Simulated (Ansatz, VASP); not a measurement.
# Al2O3 in VASP and in Ansatz

```
Al O
1.0
     2.38025    1.37424    4.33187
    -2.38025    1.37424    4.33187
     0.00000   -2.74848    4.33187
Al O
4 6
Direct
  0.35216 0.35216 0.35216
  0.14784 0.14784 0.14784
  0.64784 0.64784 0.64784
  0.85216 0.85216 0.85216
  0.55668 0.94332 0.25000
  0.25000 0.55668 0.94332
  0.94332 0.25000 0.55668
  0.44332 0.05668 0.75000
  0.75000 0.44332 0.05668
  0.05668 0.75000 0.44332
```

Alike in both runs: task relaxation of cell and atoms; functional PBE; k mesh 6 × 6 × 6; occupations gaussian, width 0.02 eV; no spin polarisation.

```csv
,VASP,Ansatz
version,VASP 6.6.1,Ansatz 0.2.0
potentials or method,"VASP PAW PBE potentials, release 64 (Al, O), cutoff 600 eV","scalar-relativistic, plane waves, PAW"
valence electrons in the cell,48,48
```

```tsv
	VASP	Ansatz	Ansatz less VASP
gap on the k mesh at the Fermi level, each at its own relaxed structure (eV)	5.88	5.85	-0.027
relaxed volume (Å³/atom)	8.74	8.76	+0.021
relaxed cell length with the largest relative difference (Å)	5.177	5.181	+0.0039
```
